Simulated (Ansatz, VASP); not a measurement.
## One calculation of SnO2, two programs

The input INCAR:

```
PREC     = Accurate       # precision mode
ENCUT    = 520            # plane-wave cutoff, eV
EDIFF    = 1E-7           # SCF threshold, eV
ISMEAR   = 0              # smearing method
SIGMA    = 0.05           # smearing width, eV
LREAL    = False          # projectors in reciprocal space
LASPH    = True           # aspherical terms in the spheres
NELM     = 80             # most SCF steps
ALGO     = Normal         # electronic algorithm
ISIF     = 2              # what is computed and relaxed
LWAVE    = False          # write WAVECAR
LCHARG   = False          # write CHGCAR
NBANDS   = 35             # bands
```

File KPOINTS:

```
Automatic mesh
0
Gamma
  6 6 8
```

The input POSCAR:

```
SnO2
1.0
    4.7212714729      0.0000000000      0.0000000000
    0.0000000000      4.7242464886      0.0000000000
    0.0000000000      0.0000000000      3.1900194032
Sn O
2 4
Direct
    0.5000000000      0.5000000000      0.5000000000
    0.0000000000      0.0000000000      0.0000000000
    0.3055669669      0.3065721209      0.0000000000
    0.8055669669      0.1934278791      0.5117554144
    0.1944330331      0.8065721209      0.4882445856
    0.6944330331      0.6934278791      0.0000000000
```

Input for Ansatz:

```yaml
crystal:
  lattice:
    - [4.7212714729, 0.0, 0.0]
    - [0.0, 4.7242464886, 0.0]
    - [0.0, 0.0, 3.1900194032]
  atoms:
    - { symbol: Sn, position: [0.5, 0.5, 0.5] }
    - { symbol: Sn, position: [0.0, 0.0, 0.0] }
    - { symbol: O, position: [0.3055669669, 0.3065721209, 0.0] }
    - { symbol: O, position: [0.8055669669, 0.1934278791, 0.5117554144] }
    - { symbol: O, position: [0.1944330331, 0.8065721209, 0.4882445856] }
    - { symbol: O, position: [0.6944330331, 0.6934278791, 0.0] }
basis:
  ecutwfc: 420
kpoints:
  mp_grid: { grid: [6, 6, 8] }
hamiltonian:
  xc: lda
scf:
  occupations: { method: gaussian, width: 0.05 }
output:
  forces: true
  stress: true
  eigenvalues: true
```

Change from the starting cell: mode 12 (466.8 1/cm) frozen in, largest displacement +0.037 Å.

Alike in both runs: task single point; functional LDA; k mesh 6 × 6 × 8; occupations gaussian, width 0.05 eV; no spin polarisation.

|  | VASP | Ansatz |
| --- | --- | --- |
| version | VASP 6.6.1 | Ansatz 0.2.0 |
| potentials or method | VASP PAW LDA potentials, release 64 (Sn_d, O), cutoff 520 eV | scalar-relativistic, plane waves, PAW |
| valence electrons in the cell | 52 | 52 |

VASP gave:

* gap on the k mesh at the Fermi level (eV): 1.20
* least direct gap on the mesh (eV): 1.20
* pressure (GPa): 1.2
* traceless stress, the component that is largest in VASP (GPa): 0.99
* rms of the force components (eV/Å): 0.165

Q: What did Ansatz give for the same quantities?

A: gap on the k mesh at the Fermi level (eV): 1.16; least direct gap on the mesh (eV): 1.16; pressure (GPa): 0.1; traceless stress, the component that is largest in VASP (GPa): 0.93; rms of the force components (eV/Å): 0.161.

LDA's correlation is that of Perdew and Zunger in VASP and of Perdew and Wang (1992) in Ansatz. Atom by atom the forces differ by 0.010 eV/Å (rms over components).
